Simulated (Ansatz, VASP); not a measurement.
**One calculation of In, two programs**

```
In
1.0
     0.00000    2.39539    2.39539
     2.39539    0.00000    2.39539
     2.39539    2.39539    0.00000
In
1
Direct
  0.00000 0.00000 0.00000
```

Alike in both runs: task single point; functional PBE; k mesh 8 × 8 × 8; occupations gaussian, width 0.05 eV; no spin polarisation.

```csv
,VASP,Ansatz
version,VASP 6.6.1,Ansatz 0.2.0
potentials or method,"VASP PAW PBE potentials, release 64 (In_d), cutoff 500 eV","scalar-relativistic, plane waves, PAW"
valence electrons in the cell,13,13
```

```tsv
	VASP	Ansatz	Ansatz less VASP
gap on the k mesh at the Fermi level (eV)	none	none	-
pressure (GPa)	0.0	0.0	+0.04
```

A gap of «none» marks a metal or a gap that the smearing closes.
